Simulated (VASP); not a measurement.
# SiC (P6_3mc) in VASP: notebook, part 2 of 3

VASP 6.6.1.

## (3) Single point, PBEsol

This run uses another cell than the first one, of 9.27 Å³/atom.

INCAR reads:

```
SYSTEM = SiC
PREC = Accurate ; ENCUT = 520
EDIFF = 1E-6 ; ISMEAR = -1
SIGMA = 0.05 ; LREAL = .False.
LASPH = .True. ; NELM = 80
ALGO = Normal ; ISIF = 2
LWAVE = .False. ; LCHARG = .True.
GGA = PS ; LELF = .True.
LVHAR = .True. ; NBANDS = 16
```

KPOINTS reads:

```
regular mesh
0
Gamma
  10 10 5
  0 0 0
```

POSCAR reads:

```
SiC
1.0
    2.9664949243      0.0000000000      0.0000000000
   -1.4832474621      2.5690599646      0.0000000000
    0.0000000000      0.0000000000      4.8633692868
Si C
2 2
Direct
    0.6666666667      0.3333333333      0.5046006403
    0.3333333333      0.6666666667      0.0046006403
    0.6666666667      0.3333333333      0.8803993597
    0.3333333333      0.6666666667      0.3803993597
```

Potentials or basis: VASP PAW PBE potentials, release 64 (Si, C).

The run is started by

```console
$ cat potpaw_PBE.64/Si/POTCAR potpaw_PBE.64/C/POTCAR > POTCAR
$ mpirun -np 1 vasp_std > vasp.out
```

OUTCAR:

```text
SYSTEM = SiC
   PREC = Accurate
   ENCUT = 520
   EDIFF = 1E-6
   ISMEAR = -1
   LREAL = .False.
   LASPH = .True.
   NELM = 80
   ISIF = 2
   GGA = PS

 ion  position               nearest neighbor table
   1  0.667  0.333  0.505-   4 1.82   4 1.82   4 1.82   3 1.83   2 2.97   2 2.97   2 2.97   2 2.97
                             2 2.97   2 2.97
   2  0.333  0.667  0.005-   3 1.82   3 1.82   3 1.82   4 1.83   1 2.97   1 2.97   1 2.97   1 2.97
                             1 2.97   1 2.97
   3  0.667  0.333  0.880-   2 1.82   2 1.82   2 1.82   1 1.83
   4  0.333  0.667  0.380-   1 1.82   1 1.82   1 1.82   2 1.83

  LATTYP: Found a hexagonal cell.
 ALAT       =     2.9664949243
 C/A-ratio  =     1.6394328697

  Lattice vectors:

 A1 = (   2.9664949243,   0.0000000000,   0.0000000000)
 A2 = (  -1.4832474621,   2.5690599646,   0.0000000000)
 A3 = (   0.0000000000,   0.0000000000,   4.8633692868)

Analysis of symmetry for initial positions (statically):
=====================================================================
 Subroutine PRICEL returns:
 Original cell was already a primitive cell.

 Routine SETGRP: Setting up the symmetry group for a
 hexagonal supercell.

 Subroutine GETGRP returns: Found 12 space group operations
 (whereof  6 operations were pure point group operations)
 out of a pool of 24 trial point group operations.

The static configuration has the point symmetry C_3v.
 The point group associated with its full space group is C_6v.

Analysis of symmetry for dynamics (positions and initial velocities):
=====================================================================
 Subroutine PRICEL returns:
 Original cell was already a primitive cell.

 Routine SETGRP: Setting up the symmetry group for a
 hexagonal supercell.

 Subroutine GETGRP returns: Found 12 space group operations
 (whereof  6 operations were pure point group operations)
 out of a pool of 24 trial point group operations.

The dynamic configuration has the point symmetry C_3v.
 The point group associated with its full space group is C_6v.

 Subroutine INISYM returns: Found 12 space group operations
 (whereof  6 operations are pure point group operations),
 and found     1 'primitive' translations

----------------------------------------------------------------------------------------

                                     Primitive cell

  volume of cell :      37.0642

  direct lattice vectors                    reciprocal lattice vectors
     2.966494924  0.000000000  0.000000000     0.337098167  0.194623717  0.000000000
    -1.483247462  2.569059965  0.000000000     0.000000000  0.389247434  0.000000000
     0.000000000  0.000000000  4.863369287     0.000000000  0.000000000  0.205618768

  length of vectors
     2.966494924  2.966494924  4.863369287     0.389247434  0.389247434  0.205618768

  position of ions in fractional coordinates (direct lattice)
     0.666666667  0.333333333  0.504600640
     0.333333333  0.666666667  0.004600640
     0.666666667  0.333333333  0.880399360
     0.333333333  0.666666667  0.380399360

  ion indices of the primitive-cell ions
   primitive index   ion index
                 1           1
                 2           2
                 3           3
                 4           4

[... 31 lines left out ...]
  0.300000  0.000000  0.000000      6.000000
  0.400000  0.000000  0.000000      6.000000
  0.500000 -0.000000  0.000000      3.000000
[... 16 lines left out ...]
  0.300000  0.100000  0.200000     24.000000
  0.400000  0.100000  0.200000     24.000000
 [... further k-points ...]
   k-points           NKPTS =     42   k-points in BZ     NKDIM =     42   number of bands    NBANDS=     16
   number of dos      NEDOS =    301   number of ions     NIONS =      4
   total plane-waves  NPLWV =  20736
   dimension x,y,z NGX =    24 NGY =   24 NGZ =   36
   dimension x,y,z NGXF=    48 NGYF=   48 NGZF=   72
   ions per type =               2   2
   NGX,Y,Z   is equivalent  to a cutoff of  13.45, 13.45, 12.31 a.u.
   NGXF,Y,Z  is equivalent  to a cutoff of  26.90, 26.90, 24.61 a.u.
 SYSTEM =  SiC
   PREC   = accura    normal or accurate (medium, high low for compatibility)
   ISTART =      0    job   : 0-new  1-cont  2-samecut
   ICHARG =      2    charge: 1-file 2-atom 10-const
   ISPIN  =      1    spin polarized calculation?
   LNONCOLLINEAR =      F non collinear calculations
   LSORBIT =      F    spin-orbit coupling
   LASPH  =      T    aspherical Exc in radial PAW
   ENCUT  =  520.0 eV  38.22 Ry    6.18 a.u.   5.52  5.52  9.04*2*pi/ulx,y,z
   NELM   =     80;   NELMIN=  2; NELMDL= -5     # of ELM steps
   EDIFF  = 0.1E-05   stopping-criterion for ELM
   LREAL  =      F    real-space projection
   EDIFFG = 0.1E-04   stopping-criterion for IOM
   NSW    =      0    number of steps for IOM
   IBRION =     -1    ionic relax: 0-MD 1-quasi-New 2-CG
   NFREE  =      0    steps in history (QN), initial steepest desc. (CG)
   ISIF   =      2    stress and relaxation
   ISYM   =      2    0-nonsym 1-usesym 2-fastsym
   POTIM  = 0.5000    time-step for ionic-motion
   TEBEG  =    0.0;   TEEND  =   0.0 temperature during run
   PSTRESS=    0.0 pullay stress
   NELECT =      16.0000    total number of electrons
   NUPDOWN=      -1.0000    fix difference up-down
   EMIN   =  10.00;   EMAX   =-10.00  energy-range for DOS
   EFERMI =   0.00;   METHOD = LEGACY
   ISMEAR =    -1;   SIGMA  =   0.05  broadening in eV -4-tet -1-fermi 0-gaus
   EFERMI_NEDOS =   21; number of points for ismear=-14 and -15
   IALGO  =     38    algorithm
   IMIX   =      4    mixing-type and parameters
     AMIX     =   0.40;   BMIX     =  1.00
     AMIX_MAG =   1.60;   BMIX_MAG =  1.00
  volume/ion in A,a.u.               =       9.27        62.53
  Fermi-wavevector in a.u.,A,eV,Ry     =   1.237266  2.338094 20.828172  1.530827
  Thomas-Fermi vector in A             =   2.371840
   LORBIT       =      0    0 simple, 1 ext, 2 COOP (PROOUT), +10 PAW based schemes
   GGA     = PS    functional components
   LHFCALC =     F    Hartree Fock is set to
   AEXX    =    0.0000 exact exchange contribution
   IVDW    =     0    specifies the selected vdW correction
   LEPSILON=     F    determine dielectric tensor
   LRPA    =     F    only Hartree local field effects (RPA)
 non-spin polarized calculation
  energy-cutoff  :      520.00
  volume of cell :       37.06
 maximum number of plane-waves:      1020
 NGX is ok and might be reduce to    24
   NGX = 11   NGY = 11   NGZ = 19

 number of electron      16.0000000 magnetization

 Free energy of the ion-electron system (eV)
  ---------------------------------------------------
  ext. energy  EPLUGINS =         0.00000000
  ---------------------------------------------------
  free energy    TOTEN  =       -31.44028785 eV

  energy without entropy =      -31.44028785  energy(sigma->0) =      -31.44028785

 E-fermi :  10.5411     XC(G=0): -11.9779

 val. band max:        9.5023058353   @ k =   0.0000   0.0000   0.0000
 cond. band min:      11.5906311133   @ k =   0.3000   0.3000   0.0000
 fundamental gap:      2.0883252779
 Fermi energy:        10.5410769571

 k-point     1 :       0.0000    0.0000    0.0000
  band No.  band energies     occupation
      1      -6.9915      2.00000
      2      -2.9477      2.00000
      3       0.0833      2.00000
      4       8.1284      2.00000
      5       8.1284      2.00000
      6       9.3918      2.00000
[... 433 lines left out ...]
      3       0.9094      2.00000
      4       2.5505      2.00000
      5       4.4807      2.00000
      6       5.4550      2.00000
[... 8 lines left out ...]
     15      22.0017      0.00000
     16      23.5157      0.00000

 [... further k-points ...]

------------------------ aborting loop because EDIFF is reached ----------------------------------------

  FORCE on cell =-STRESS in cart. coord.  units (eV):
  Direction    XX          YY          ZZ          XY          YZ          ZX
  --------------------------------------------------------------------------------------
  -------------------------------------------------------------------------------------
  Total        7.0736607      7.0736607      7.0648920      0.0000000      0.0000000     -0.0000000
  in kB      305.7734048    305.7734048    305.3943612      0.0000000      0.0000000     -0.0000000
  external PRESSURE =     305.6470569 kB  Pullay stress =       0.0000000 kB

 VOLUME and BASIS-vectors are now :
 -----------------------------------------------------------------------------
  energy-cutoff  :      520.00
  volume of cell :       37.06
      direct lattice vectors                 reciprocal lattice vectors
     2.966494924  0.000000000  0.000000000     0.337098167  0.194623717  0.000000000
    -1.483247462  2.569059965  0.000000000     0.000000000  0.389247434  0.000000000
     0.000000000  0.000000000  4.863369287     0.000000000  0.000000000  0.205618768

 POSITION                                       TOTAL-FORCE (eV/Angst)
 -----------------------------------------------------------------------------------
      1.48325      0.85635      2.45406        -0.000000      0.000000      0.001215
     -0.00000      1.71271      0.02237        -0.000000      0.000000      0.001215
      1.48325      0.85635      4.28171         0.000000     -0.000000     -0.001215
     -0.00000      1.71271      1.85002        -0.000000      0.000000     -0.001215
 -----------------------------------------------------------------------------------
    total drift:                               -0.000000      0.000000     -0.000211

  FREE ENERGIE OF THE ION-ELECTRON SYSTEM (eV)
  ---------------------------------------------------
  free  energy   TOTEN  =       -31.4402878464 eV

  energy  without entropy=      -31.4402878464  energy(sigma->0) =      -31.44028785
```

OSZICAR:

```text
N       E                     dE             d eps       ncg     rms          rms(c)
DAV:   1     0.243115062088E+02    0.24312E+02   -0.72994E+03  1344   0.910E+02
DAV:   2    -0.333857852114E+02   -0.57697E+02   -0.52299E+02  1976   0.162E+02
DAV:   3    -0.357110329229E+02   -0.23252E+01   -0.23163E+01  1760   0.299E+01
DAV:   4    -0.357252882364E+02   -0.14255E-01   -0.14253E-01  1688   0.289E+00
DAV:   5    -0.357254099508E+02   -0.12171E-03   -0.12171E-03  1736   0.249E-01    0.142E+01
DAV:   6    -0.316553056886E+02    0.40701E+01   -0.65760E+00  1712   0.161E+01    0.671E+00
DAV:   7    -0.314735782939E+02    0.18173E+00   -0.13303E+00  1880   0.689E+00    0.264E+00
DAV:   8    -0.314438775329E+02    0.29701E-01   -0.66775E-02  1576   0.155E+00    0.667E-01
DAV:   9    -0.314401754769E+02    0.37021E-02   -0.72805E-03  1744   0.589E-01    0.109E-01
DAV:  10    -0.314402833173E+02   -0.10784E-03   -0.57990E-04  1664   0.147E-01    0.508E-02
DAV:  11    -0.314402879085E+02   -0.45912E-05   -0.23552E-05  1712   0.378E-02    0.123E-02
DAV:  12    -0.314402878464E+02    0.62073E-07   -0.23815E-06  1608   0.927E-03
   1 F= -.31440288E+02 E0= -.31440288E+02  d E =-.351204E-10
```

Run time: 10 s. Hardware: 1 thread of AMD EPYC 9R45 (Zen 5), shared host; peak memory 0.13 GiB.

Results:

```yaml
Free_energy: -31.4403 eV
Pressure: 30.6 GPa
Band_gap_on_the_k_mesh: 2.09 eV (least direct gap 4.06 eV)
```

Caveat: the cell stands under pressure; the PAW data sets were made with another functional, which shifts forces and pressure a little. As with any semilocal functional, this PBEsol gap is likely too small.

(Continued in part 3 of 3.)
